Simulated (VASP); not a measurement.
Input of a VASP 6.6.1 run:

Contents of INCAR:

```
SYSTEM = Fe
PREC = Accurate
ENCUT = 600
EDIFF = 1E-7
ISMEAR = -1
SIGMA = 0.1
LREAL = .FALSE.
LASPH = .TRUE.
NELM = 100
ALGO = Normal
ISIF = 3
LWAVE = .FALSE.
LCHARG = .FALSE.
GGA = CA
IBRION = 2
NSW = 80
EDIFFG = -0.01
```

Contents of KPOINTS:

```
Automatic mesh
0
G
  14 14 8
  0 0 0
```

POSCAR

```
Fe
1.0
    2.5537576109      0.0000000000      0.0000000000
   -1.2768788055      2.2116189662      0.0000000000
    0.0000000000      0.0000000000      4.1702861787
Fe
2
Direct
    0.3333333333      0.6666666667      0.2500000000
    0.6666666667      0.3333333333      0.7500000000
```

Potentials or basis: VASP PAW LDA potentials, release 64 (Fe).

Run with:

```console
$ cat potpaw_LDA.64/Fe/POTCAR > POTCAR
$ mpirun -np 1 vasp_std > vasp.out
```

Problem. What does it give for the band gap on the k mesh?

Solution. Zero (bands 8 and 9 overlap by 2.04 eV).

Problem. Predict the relaxed cell.

Solution. a = 2.408 Å, b = 2.408 Å, c = 3.803 Å, α = 90.00°, β = 90.00°, γ = 120.00°.

Problem. Predict the relaxed volume.

Solution. 9.55 Å³/atom.

Problem. Predict the space group after relaxing (to 0.1 Å).

Solution. P6_3/mmc (No. 194).

Final structure:
```cif
data_structure
_symmetry_space_group_name_H-M 'P 1'
_symmetry_Int_Tables_number 1
_cell_length_a 2.4077
_cell_length_b 2.4077
_cell_length_c 3.8034
_cell_angle_alpha 90.000
_cell_angle_beta 90.000
_cell_angle_gamma 120.000
_cell_volume 19.10
loop_
_atom_site_label
_atom_site_type_symbol
_atom_site_fract_x
_atom_site_fract_y
_atom_site_fract_z
_atom_site_occupancy
Fe1 Fe 0.33333 0.66667 0.25000 1
Fe2 Fe 0.66667 0.33333 0.75000 1
```

Caveat: the volume moved by over 15 % at a fixed basis, so the end points are rough; the run has no spin polarisation, though such a crystal can be magnetic. Spin polarisation is off, so any magnetic state and its effect on volume and gap are missing.
